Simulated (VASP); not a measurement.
Here is a VASP 6.6.1 calculation.

INCAR

```
ALGO = Normal ; EDIFF = 1E-6
ENCUT = 520 ; ISIF = 2
ISMEAR = -1 ; LASPH = True
LCHARG = True ; LELF = True
LREAL = False ; LVHAR = True
LWAVE = False ; NBANDS = 16
NELM = 60 ; PREC = Accurate
SIGMA = 0.05
```

The input KPOINTS:

```
k-points
0
Gamma
  11 11 6
```

The input POSCAR:

```
Ir
1.0
    2.7695994713      0.0000000000      0.0000000000
   -1.3847997356      2.3985435004      0.0000000000
    0.0000000000      0.0000000000      4.4918424506
Ir
2
Direct
    0.3333333333      0.6666666667      0.2500000000
    0.6666666667      0.3333333333      0.7500000000
```

Potentials or basis: VASP PAW LDA potentials, release 64 (Ir).

Launch:

```sh
$ cat potpaw_LDA.64/Ir/POTCAR > POTCAR
$ mpirun -np 1 vasp_std > vasp.out
```

Task: Predict the pressure.

Result: -21.7 GPa.

Task: Predict the band gap on the k mesh.

Result: Zero (band 9 reaches 10.38 eV, above the bottom of band 10 at 7.41 eV).

Stress tensor (GPa, compression positive):
```
-21.48   0.00   0.00
  0.00 -21.48   0.00
  0.00   0.00 -22.19
```

Caveat: spin-orbit coupling is left out, which moves the levels of the heavy elements.
